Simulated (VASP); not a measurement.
# Si5PdW (P4/mmm) in VASP: a series of runs

The runs below take Si5PdW through relaxation of cell and atoms, single point, with PBE.

Everything below comes from runs of VASP 6.6.1. Logs are shortened: lines on timing, memory, paths and dates and some standing lists are left out, and cuts for length are marked.

**1. The cell of the first run**

Symmetry: P4/mmm, No. 123, tetragonal system. Conventional cell: a = 3.787 Å, b = 3.787 Å, c = 6.557 Å, α = 90.00°, β = 90.00°, γ = 90.00°. Si (site symmetry 2mm) has 2 Pd at 2.25 Å and 7 Si at 2.43 to 2.80 Å and 2 W at 2.80 Å within 3.0 Å. Within 3.5 Å of Si (site symmetry 4/mmm) lie 4 W at 2.68 Å and 8 Si at 2.80 Å and 2 Pd at 3.28 Å. Pd (site symmetry 4/mmm) has 8 Si at 2.25 Å within 3.0 Å. W (site symmetry 4/mmm) has 12 Si at 2.68 to 2.80 Å within 3.5 Å.

The cell was built from a structure type or drawn by symmetry, and may not be a known phase.

**2. Relaxation of cell and atoms, PBE**

Contents of INCAR:

```
SYSTEM = Si5PdW
  PREC = Accurate
  ENCUT = 600
  EDIFF = 1E-7
  ISMEAR = 0
  SIGMA = 0.2
  LREAL = .False.
  LASPH = .True.
  NELM = 100
  ALGO = Normal
  ISIF = 3
  LWAVE = .False.
  LCHARG = .False.
  GGA = PE
  IBRION = 2
  NSW = 36
  EDIFFG = -0.08
```

Contents of KPOINTS:

```
regular mesh
0
Gamma
  4 4 3
  0 0 0
```

Contents of POSCAR:

```
Si5PdW
1.0
    3.7873894700      0.0000000000      0.0000000000
    0.0000000000      3.7873894700      0.0000000000
    0.0000000000      0.0000000000      6.5573415000
Si Pd W
5 1 1
Direct
    0.5000000000      0.0000000000      0.8144789900
    0.5000000000      0.0000000000      0.1855210100
    0.0000000000      0.5000000000      0.8144789900
    0.0000000000      0.5000000000      0.1855210100
    0.0000000000      0.0000000000      0.5000000000
    0.0000000000      0.0000000000      0.0000000000
    0.5000000000      0.5000000000      0.5000000000
```

Potentials or basis: VASP PAW PBE potentials, release 64 (Si, Pd, W_sv).

The run is started by

```bash
cat potpaw_PBE.64/Si/POTCAR potpaw_PBE.64/Pd/POTCAR potpaw_PBE.64/W_sv/POTCAR > POTCAR
mpirun -np 1 vasp_std > vasp.out
```

OUTCAR:

```text
SYSTEM = Si5PdW
   PREC = Accurate
   ENCUT = 600
   EDIFF = 1E-7
   ISMEAR = 0
   LREAL = .False.
   LASPH = .True.
   NELM = 100
   ISIF = 3
   GGA = PE
   IBRION = 2
   NSW = 36
   EDIFFG = -0.08

 ion  position               nearest neighbor table
   1  0.500  0.000  0.814-   6 2.25   6 2.25   2 2.43   3 2.68   3 2.68   3 2.68   3 2.68   7 2.80
                             5 2.80   5 2.80   7 2.80
   2  0.500  0.000  0.186-   6 2.25   6 2.25   1 2.43   4 2.68   4 2.68   4 2.68   4 2.68   7 2.80
                             5 2.80   5 2.80   7 2.80
   3  0.000  0.500  0.814-   6 2.25   6 2.25   4 2.43   1 2.68   1 2.68   1 2.68   1 2.68   7 2.80
                             5 2.80   7 2.80   5 2.80
   4  0.000  0.500  0.186-   6 2.25   6 2.25   3 2.43   2 2.68   2 2.68   2 2.68   2 2.68   7 2.80
                             5 2.80   7 2.80   5 2.80
   5  0.000  0.000  0.500-   7 2.68   7 2.68   7 2.68   7 2.68   1 2.80   3 2.80   4 2.80   2 2.80
                             1 2.80   2 2.80   3 2.80   4 2.80   6 3.28   6 3.28
   6  0.000  0.000  0.000-   1 2.25   2 2.25   3 2.25   4 2.25   3 2.25   4 2.25   1 2.25   2 2.25
                             5 3.28   5 3.28
   7  0.500  0.500  0.500-   5 2.68   5 2.68   5 2.68   5 2.68   1 2.80   1 2.80   2 2.80   2 2.80
                             3 2.80   4 2.80   3 2.80   4 2.80

  LATTYP: Found a simple tetragonal cell.
 ALAT       =     3.7873894700
 C/A-ratio  =     1.7313618132

  Lattice vectors:

 A1 = (   3.7873894700,   0.0000000000,   0.0000000000)
 A2 = (   0.0000000000,   3.7873894700,   0.0000000000)
 A3 = (   0.0000000000,   0.0000000000,   6.5573415000)

Analysis of symmetry for initial positions (statically):
=====================================================================
 Subroutine PRICEL returns:
 Original cell was already a primitive cell.

 Routine SETGRP: Setting up the symmetry group for a
 simple tetragonal supercell.

 Subroutine GETGRP returns: Found 16 space group operations
 (whereof 16 operations were pure point group operations)
 out of a pool of 16 trial point group operations.

The static configuration has the point symmetry D_4h.

Analysis of symmetry for dynamics (positions and initial velocities):
=====================================================================
 Subroutine PRICEL returns:
 Original cell was already a primitive cell.

 Routine SETGRP: Setting up the symmetry group for a
 simple tetragonal supercell.

 Subroutine GETGRP returns: Found 16 space group operations
 (whereof 16 operations were pure point group operations)
 out of a pool of 16 trial point group operations.

The dynamic configuration has the point symmetry D_4h.

 Subroutine INISYM returns: Found 16 space group operations
 (whereof 16 operations are pure point group operations),
 and found     1 'primitive' translations

----------------------------------------------------------------------------------------

                                     Primitive cell

  volume of cell :      94.0606

  direct lattice vectors                    reciprocal lattice vectors
     3.787389470  0.000000000  0.000000000     0.264034108  0.000000000  0.000000000
     0.000000000  3.787389470  0.000000000     0.000000000  0.264034108  0.000000000
     0.000000000  0.000000000  6.557341500     0.000000000  0.000000000  0.152500827

  length of vectors
     3.787389470  3.787389470  6.557341500     0.264034108  0.264034108  0.152500827

  position of ions in fractional coordinates (direct lattice)
     0.500000000  0.000000000  0.814478990
     0.500000000  0.000000000  0.185521010
     0.000000000  0.500000000  0.814478990
     0.000000000  0.500000000  0.185521010
     0.000000000  0.000000000  0.500000000
     0.000000000  0.000000000  0.000000000
     0.500000000  0.500000000  0.500000000

  ion indices of the primitive-cell ions
   primitive index   ion index
                 1           1
                 2           2
                 3           3
                 4           4
                 5           5
                 6           6
                 7           7

----------------------------------------------------------------------------------------

 KPOINTS: regular mesh

Automatic generation of k-mesh.
 Grid dimensions read from file:
 generate k-points for:    4    4    3

 Generating k-lattice:

  Cartesian coordinates                     Fractional coordinates (reciprocal lattice)
     0.066008527  0.000000000  0.000000000     0.250000000  0.000000000  0.000000000
     0.000000000  0.066008527  0.000000000     0.000000000  0.250000000  0.000000000
     0.000000000  0.000000000  0.050833609     0.000000000  0.000000000  0.333333333

  Length of vectors
     0.066008527  0.066008527  0.050833609

  Shift w.r.t. Gamma in fractional coordinates (k-lattice)
     0.000000000  0.000000000  0.000000000

 Subroutine IBZKPT returns following result:
 ===========================================

 Found     12 irreducible k-points:

 Following reciprocal coordinates:
            Coordinates               Weight
  0.000000  0.000000  0.000000      1.000000
  0.250000  0.000000  0.000000      4.000000
  0.500000  0.000000  0.000000      2.000000
  0.250000  0.250000  0.000000      4.000000
  0.500000  0.250000  0.000000      4.000000
  0.500000  0.500000  0.000000      1.000000
  0.000000  0.000000  0.333333      2.000000
  0.250000  0.000000  0.333333      8.000000
  0.500000  0.000000  0.333333      4.000000
  0.250000  0.250000  0.333333      8.000000
  0.500000  0.250000  0.333333      8.000000
  0.500000  0.500000  0.333333      2.000000
   k-points           NKPTS =     12   k-points in BZ     NKDIM =     12   number of bands    NBANDS=     26
   number of dos      NEDOS =    301   number of ions     NIONS =      7
   total plane-waves  NPLWV =  48600
   dimension x,y,z NGX =    30 NGY =   30 NGZ =   54
   dimension x,y,z NGXF=    60 NGYF=   60 NGZF=  108
   ions per type =               5   1   1
   NGX,Y,Z   is equivalent  to a cutoff of  13.17, 13.17, 13.69 a.u.
   NGXF,Y,Z  is equivalent  to a cutoff of  26.34, 26.34, 27.38 a.u.
 SYSTEM =  Si5PdW
   PREC   = accura    normal or accurate (medium, high low for compatibility)
   ISTART =      0    job   : 0-new  1-cont  2-samecut
   ICHARG =      2    charge: 1-file 2-atom 10-const
   ISPIN  =      1    spin polarized calculation?
   LNONCOLLINEAR =      F non collinear calculations
   LSORBIT =      F    spin-orbit coupling
   LASPH  =      T    aspherical Exc in radial PAW
   ENCUT  =  600.0 eV  44.10 Ry    6.64 a.u.   7.56  7.56 13.10*2*pi/ulx,y,z
   NELM   =    100;   NELMIN=  2; NELMDL= -5     # of ELM steps
   EDIFF  = 0.1E-06   stopping-criterion for ELM
   LREAL  =      F    real-space projection
   EDIFFG = -.8E-01   stopping-criterion for IOM
   NSW    =     36    number of steps for IOM
   IBRION =      2    ionic relax: 0-MD 1-quasi-New 2-CG
   NFREE  =      1    steps in history (QN), initial steepest desc. (CG)
   ISIF   =      3    stress and relaxation
   ISYM   =      2    0-nonsym 1-usesym 2-fastsym
   POTIM  = 0.5000    time-step for ionic-motion
   TEBEG  =    0.0;   TEEND  =   0.0 temperature during run
   PSTRESS=    0.0 pullay stress
   NELECT =      44.0000    total number of electrons
   NUPDOWN=      -1.0000    fix difference up-down
   EMIN   =  10.00;   EMAX   =-10.00  energy-range for DOS
   EFERMI =   0.00;   METHOD = LEGACY
   ISMEAR =     0;   SIGMA  =   0.20  broadening in eV -4-tet -1-fermi 0-gaus
   EFERMI_NEDOS =   21; number of points for ismear=-14 and -15
   IALGO  =     38    algorithm
   IMIX   =      4    mixing-type and parameters
     AMIX     =   0.40;   BMIX     =  1.00
     AMIX_MAG =   1.60;   BMIX_MAG =  1.00
  volume/ion in A,a.u.               =      13.44        90.68
  Fermi-wavevector in a.u.,A,eV,Ry     =   1.270837  2.401533 21.973768  1.615026
  Thomas-Fermi vector in A             =   2.403803
   LORBIT       =      0    0 simple, 1 ext, 2 COOP (PROOUT), +10 PAW based schemes
   GGA     = PE    functional components
   LHFCALC =     F    Hartree Fock is set to
   AEXX    =    0.0000 exact exchange contribution
   IVDW    =     0    specifies the selected vdW correction
   LEPSILON=     F    determine dielectric tensor
   LRPA    =     F    only Hartree local field effects (RPA)
 conjugate gradient relaxation of ions
 non-spin polarized calculation
 Gauss-broadening in eV      SIGMA  =   0.20
  energy-cutoff  :      600.00
  volume of cell :       94.06
 maximum number of plane-waves:      3157
   NGX = 15   NGY = 15   NGZ = 27

--------------------------------------- Ionic step        1  -------------------------------------------

 number of electron      43.9999996 magnetization

 Free energy of the ion-electron system (eV)
  ---------------------------------------------------
  ext. energy  EPLUGINS =         0.00000000
  ---------------------------------------------------
  free energy    TOTEN  =       -40.68639662 eV

  energy without entropy =      -40.61710194  energy(sigma->0) =      -40.65174928

------------------------ aborting loop because EDIFF is reached ----------------------------------------

  FORCE on cell =-STRESS in cart. coord.  units (eV):
  Direction    XX          YY          ZZ          XY          YZ          ZX
  --------------------------------------------------------------------------------------
  -------------------------------------------------------------------------------------
  Total       18.4219339     18.4219339     17.5835627      0.0000000      0.0000000     -0.0000000
  in kB      313.7892530    313.7892530    299.5088925      0.0000000      0.0000000     -0.0000000
  external PRESSURE =     309.0291329 kB  Pullay stress =       0.0000000 kB
[... 104 lines left out ...]
  FREE ENERGIE OF THE ION-ELECTRON SYSTEM (eV)
  ---------------------------------------------------
  free  energy   TOTEN  =       -43.2824969314 eV

  energy  without entropy=      -43.1875192935  energy(sigma->0) =      -43.23500811

[... ionic steps 4 to 7 ...]

--------------------------------------- Ionic step        8  -------------------------------------------

 number of electron      44.0000003 magnetization

 E-fermi :   9.9737     XC(G=0): -11.5614

 val. band max:        9.8948998241   @ k =   0.5000   0.2500   0.3333
 cond. band min:      10.1064344945   @ k =   0.5000   0.2500   0.0000
 fundamental gap:      0.2115346704
 Fermi energy:         9.9737093255

 k-point     1 :       0.0000    0.0000    0.0000
  band No.  band energies     occupation
      1     -64.0409      2.00000
      2     -28.3658      2.00000
      3     -28.2771      2.00000
      4     -28.2771      2.00000
      5      -3.5633      2.00000
      6      -1.0926      2.00000
[... 416 lines left out ...]
  energy  without entropy=      -44.2786264596  energy(sigma->0) =      -44.31020830

--------------------------------------- Ionic step       10  -------------------------------------------

 number of electron      44.0000000 magnetization

 Free energy of the ion-electron system (eV)
  ---------------------------------------------------
  ext. energy  EPLUGINS =         0.00000000
  ---------------------------------------------------
  free energy    TOTEN  =       -44.35489391 eV

  energy without entropy =      -44.28743100  energy(sigma->0) =      -44.32116246

 E-fermi :  10.1564     XC(G=0): -11.6135

 val. band max:       10.1042053841   @ k =   0.5000   0.2500   0.3333
 cond. band min:      10.2485548838   @ k =   0.5000   0.5000   0.3333
 fundamental gap:      0.1443494996
 Fermi energy:        10.1563881889

 k-point     1 :       0.0000    0.0000    0.0000
  band No.  band energies     occupation
      1     -63.9088      2.00000
      2     -28.2285      2.00000
      3     -28.1469      2.00000
      4     -28.1469      2.00000
      5      -3.4629      2.00000
      6      -1.0281      2.00000
[... 371 lines left out ...]
  FREE ENERGIE OF THE ION-ELECTRON SYSTEM (eV)
  ---------------------------------------------------
  free  energy   TOTEN  =       -44.3548939129 eV

  energy  without entropy=      -44.2874310026  energy(sigma->0) =      -44.32116246

 reached required accuracy - stopping structural energy minimisation
```

Run time: 9.8 min. Hardware: 1 thread of Intel Xeon 8259CL, shared host; peak memory 0.25 GiB.

What came out:

```yaml
Free_energy: -44.3549 eV
Relaxed_volume: 15.04 Å³/atom
Relaxed_cell: a = 3.847 Å, b = 3.847 Å, c = 7.115 Å, α = 90.00°, β = 90.00°, γ = 90.00°
Space_group_after_relaxing_to_0.1_Å: P4/mmm (No. 123)
Energy_gained_by_relaxing: 524.1 meV/atom
Ionic_steps: 10
Pressure_after_relaxing: -0.1 GPa
Largest_force_after_relaxing: 0.079 eV/Å
Band_gap_on_the_k_mesh: zero (bands 22 and 23 overlap by 0.99 eV)
```

Forces on the atoms (eV/Å):
```
Si   0.000  0.000  0.079
Si   0.000  0.000 -0.079
Si   0.000  0.000  0.079
Si   0.000  0.000 -0.079
Si   0.000  0.000  0.000
Pd   0.000  0.000  0.000
W    0.000  0.000  0.000
```

The path:
| step | energy change (eV) | largest force (eV/Å) | pressure (GPa) | volume (Å³) |
| --- | --- | --- | --- | --- |
| 1 | 0.0000 | 4.9510 | 30.90 | 94.06 |
| 2 | -1.2039 | 0.6525 | -19.07 | 133.94 |
| 3 | -2.5961 | 1.5868 | -7.72 | 113.46 |
| 4 | -2.6022 | 1.6635 | -6.77 | 112.53 |
| 5 | -3.3207 | 1.0843 | -1.68 | 106.76 |
| 6 | -3.5415 | 0.2292 | 5.78 | 101.52 |
| 7 | -3.5451 | 0.3486 | 4.76 | 102.12 |
| 8 | -3.6497 | 0.2068 | -1.26 | 106.39 |
| 9 | -3.6554 | 0.1181 | -0.27 | 105.56 |
| 10 | -3.6685 | 0.0791 | -0.11 | 105.31 |

Final structure:
```
Si Pd W
1.0
     3.84717    0.00000    0.00000
     0.00000    3.84717    0.00000
     0.00000    0.00000    7.11544
Si Pd W
5 1 1
Cartesian
  1.9236 0.0000 5.4271
  1.9236 0.0000 1.6883
  0.0000 1.9236 5.4271
  3.8472 1.9236 1.6883
  0.0000 0.0000 3.5577
  0.0000 0.0000 0.0000
  1.9236 1.9236 3.5577
```

Caveat: the k points lie up to 0.41 Å⁻¹ apart in the final cell, too coarse for converged energies and pressures of a metal; spin-orbit coupling is left out, which moves the levels of the heavy elements; the relaxation stopped at a loose force limit of 0.08 eV/Å, so its end isn't a converged minimum.

**3. Relaxation of cell and atoms, PBE**

This run uses another cell than the first one, of 14.71 Å³/atom.

Contents of INCAR:

```
SYSTEM = Si5PdW
PREC = Accurate
ENCUT = 600
EDIFF = 1E-6
ISMEAR = 0
SIGMA = 0.2
LREAL = .False.
LASPH = .True.
NELM = 80
ALGO = Normal
ISIF = 3
LWAVE = .False.
LCHARG = .False.
GGA = PE
IBRION = 2
NSW = 36
EDIFFG = -0.08
```

Contents of KPOINTS:

```
Automatic mesh
0
Gamma
  4 4 3
  0 0 0
```

Contents of POSCAR:

```
Si5PdW
1.0
    3.9800000000      0.0000000000      0.0000000000
    0.0000000000      3.9800000000      0.0000000000
    0.0000000000      0.0000000000      6.5000000000
Si Pd W
5 1 1
Direct
    0.0000000000      0.5000000000      0.6950000000
    0.5000000000      0.0000000000      0.6950000000
    0.0000000000      0.5000000000      0.3050000000
    0.5000000000      0.0000000000      0.3050000000
    0.5000000000      0.5000000000      0.0000000000
    0.0000000000      0.0000000000      0.0000000000
    0.0000000000      0.0000000000      0.5000000000
```

Potentials or basis: VASP PAW PBE potentials, release 64 (Si, Pd, W_sv).

The run is started by

```bash
cat potpaw_PBE.64/Si/POTCAR potpaw_PBE.64/Pd/POTCAR potpaw_PBE.64/W_sv/POTCAR > POTCAR
mpirun -np 1 vasp_std > vasp.out
```

Wall time 9.1 min (1 thread of Intel Xeon 8259CL, shared host); peak memory 0.26 GiB.

The run converged. Its results:

- Free energy: -43.2897 eV
- Relaxed volume: 15.75 Å³/atom
- Relaxed cell: a = 4.326 Å, b = 4.326 Å, c = 5.891 Å, α = 90.00°, β = 90.00°, γ = 90.00°
- Space group after relaxing (to 0.1 Å): P4/mmm (No. 123)
- Energy gained by relaxing: 250.3 meV/atom
- Ionic steps: 12
- Pressure after relaxing: 0.4 GPa
- Largest force after relaxing: 0.050 eV/Å
- Band gap on the k mesh: zero (bands 22 and 23 overlap by 1.02 eV)

Forces on the atoms (eV/Å):
```
Si   0.000  0.000 -0.050
Si   0.000  0.000 -0.050
Si   0.000  0.000  0.050
Si   0.000  0.000  0.050
Si   0.000  0.000  0.000
Pd   0.000  0.000  0.000
W    0.000  0.000  0.000
```

Stress tensor (GPa, compression positive):
```
0.30 0.00 0.00
0.00 0.30 0.00
0.00 0.00 0.64
```

The path:
| step | energy change (eV) | largest force (eV/Å) | pressure (GPa) | volume (Å³) |
| --- | --- | --- | --- | --- |
| 1 | 0.0000 | 2.5121 | 18.67 | 102.96 |
| 2 | -0.3973 | 0.0051 | -13.82 | 130.61 |
| 3 | -1.0528 | 0.7899 | -3.41 | 116.96 |
| 4 | -1.0533 | 0.8169 | -3.05 | 116.63 |
| 5 | -1.3445 | 0.6683 | -2.08 | 113.96 |
| 6 | -1.6555 | 0.3337 | 5.21 | 106.25 |
| 7 | -1.6874 | 0.0848 | 2.04 | 108.66 |
| 8 | -1.6942 | 0.0358 | 2.89 | 107.95 |
| 9 | -1.7156 | 0.3451 | -2.09 | 112.10 |
| 10 | -1.7330 | 0.2346 | -0.22 | 110.39 |
| 11 | -1.7473 | 0.1388 | 0.05 | 110.32 |
| 12 | -1.7519 | 0.0499 | 0.42 | 110.25 |

Final structure:
```xyz
7
Lattice="4.3260 0.0000 0.0000 0.0000 4.3260 0.0000 0.0000 0.0000 5.8913" Properties=species:S:1:pos:R:3 pbc="T T T"
Si    0.0000    2.1630    4.2716
Si    2.1630    4.3260    4.2716
Si    0.0000    2.1630    1.6198
Si    2.1630    0.0000    1.6198
Si    2.1630    2.1630    0.0000
Pd    0.0000    0.0000    0.0000
W     0.0000    0.0000    2.9457
```

Levels at points of the mesh, in eV from the Fermi level:
| k point | band 20 | band 21 | band 22 | band 23 | band 24 | band 25 |
| --- | --- | --- | --- | --- | --- | --- |
| (0.00, 0.00, 0.00) | -0.52 | -0.02 | 0.42 | 0.42 | 0.58 | 1.79 |
| (0.50, 0.00, 0.00) | -1.44 | -1.32 | -0.06 | 0.27 | 0.64 | 1.00 |
| (0.50, 0.50, 0.00) | -2.40 | -1.70 | -1.62 | 1.02 | 1.02 | 3.24 |

Caveat: the k points lie up to 0.36 Å⁻¹ apart in the final cell, too coarse for converged energies and pressures of a metal; spin-orbit coupling is left out, which moves the levels of the heavy elements; the relaxation stopped at a loose force limit of 0.08 eV/Å, so its end isn't a converged minimum.

[end of part 1 of 2]
